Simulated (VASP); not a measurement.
NbRh: relaxation of cell and atoms with LDA

NbRh:

```
Nb Rh
1.0
     2.80863    0.00000    0.00000
     0.00000    2.80863    0.00000
     0.00000    0.00000    3.81236
Nb Rh
1 1
Direct
  0.00000 0.00000 0.00000
  0.50000 0.50000 0.50000
```

```
Program                : VASP 6.6.1
Task                   : relaxation of cell and atoms
Functional             : LDA
Potentials or basis    : VASP PAW LDA potentials, release 64 (Nb_sv, Rh_pv)
Cutoff                 : 600 eV
k mesh                 : 14 × 14 × 12
Occupations            : fermi-dirac, width 0.15 eV
Spin                   : no spin polarisation
Target pressure        : 2 GPa
Dipole correction      : no
Further INCAR settings : ALGO = Fast; EDIFF = 1e-06; IBRION = 2; EDIFFG = -0.001; NSW = 80; ISIF = 3
```

- Relaxed volume: 14.94 Å³/atom
- Relaxed cell: a = 2.802 Å, b = 2.802 Å, c = 3.807 Å, α = 90.00°, β = 90.00°, γ = 90.00°
- Space group after relaxing (to 0.1 Å): P4/mmm (No. 123)
- Energy change on relaxing (the run minimises the enthalpy): +0.7 meV/atom
- Ionic steps: 39
- Pressure after relaxing: 2.0 GPa
- Band gap on the k mesh: zero (bands 14 and 15 overlap by 5.04 eV)

The path:
```csv
step,energy change (eV),largest force (eV/Å),pressure (GPa),volume (Å³)
1,0.0000,0.0000,0.29,30.07
2,0.0146,0.0000,6.43,29.38
3,0.0013,0.0000,1.98,29.88
4,0.0014,0.0000,1.97,29.88
5,0.0062,0.0000,4.18,29.63
6,0.0014,0.0000,2.05,29.88
7,0.0012,0.0000,1.90,29.89
8,0.0013,0.0000,1.96,29.88
9,0.0013,0.0000,1.93,29.89
10,0.0013,0.0000,1.99,29.88
11,0.0014,0.0000,1.96,29.88
12,0.0014,0.0000,2.01,29.87
13,0.0014,0.0000,2.00,29.88
14,0.0014,0.0000,1.91,29.88
15,0.0016,0.0000,2.09,29.86
16,0.0015,0.0000,2.05,29.87
17,0.0015,0.0000,2.07,29.87
18,0.0014,0.0000,2.05,29.87
19,0.0014,0.0000,2.01,29.88
20,0.0014,0.0000,1.97,29.88
21,0.0014,0.0000,2.01,29.88
22,0.0014,0.0000,1.99,29.88
23,0.0014,0.0000,1.99,29.88
24,0.0014,0.0000,1.95,29.88
25,0.0014,0.0000,1.99,29.88
26,0.0013,0.0000,1.96,29.88
27,0.0014,0.0000,1.92,29.88
28,0.0014,0.0000,1.94,29.88
29,0.0014,0.0000,2.01,29.88
30,0.0014,0.0000,1.98,29.88
31,0.0014,0.0000,2.05,29.88
32,0.0014,0.0000,1.90,29.88
33,0.0014,0.0000,2.02,29.88
34,0.0014,0.0000,1.94,29.88
35,0.0014,0.0000,1.99,29.88
36,0.0014,0.0000,1.96,29.88
37,0.0014,0.0000,2.05,29.88
38,0.0014,0.0000,1.94,29.88
39,0.0014,0.0000,2.00,29.88
```

Final structure:
```
Nb Rh
1.0
     2.80161    0.00000    0.00000
     0.00000    2.80161    0.00000
     0.00000    0.00000    3.80656
Nb Rh
1 1
Direct
  0.00000 0.00000 0.00000
  0.50000 0.50000 0.50000
```

Levels at points of the mesh, in eV from the Fermi level:
```tsv
k point	band 11	band 12	band 13	band 14	band 15	band 16	band 17	band 18
(0.00, 0.00, 0.00)	-2.34	-2.34	-1.09	-0.63	1.15	4.35	4.35	4.45
(0.50, 0.00, 0.00)	-2.99	-1.86	-1.76	-1.55	-1.33	1.27	2.80	2.93
(0.50, 0.50, 0.00)	-5.15	0.64	1.45	3.60	3.60	3.81	3.81	4.07
(0.00, 0.00, 0.50)	-2.61	-1.60	-1.56	-1.56	-0.47	1.16	2.03	2.03
(0.50, 0.00, 0.50)	-2.58	-2.43	-0.55	1.13	1.14	1.78	3.27	4.32
(0.50, 0.50, 0.50)	-3.29	-2.00	-2.00	-1.41	0.65	2.74	6.40	8.92
```

Run time: 43 min on 1 thread of Oxide Virtual Turin-like Processor (shared host), peak memory 0.27 GiB.

Caveat: the cell is relaxed towards a set pressure, so the run minimises the enthalpy, not the energy. Zero-point motion and thermal expansion aren't in these numbers.
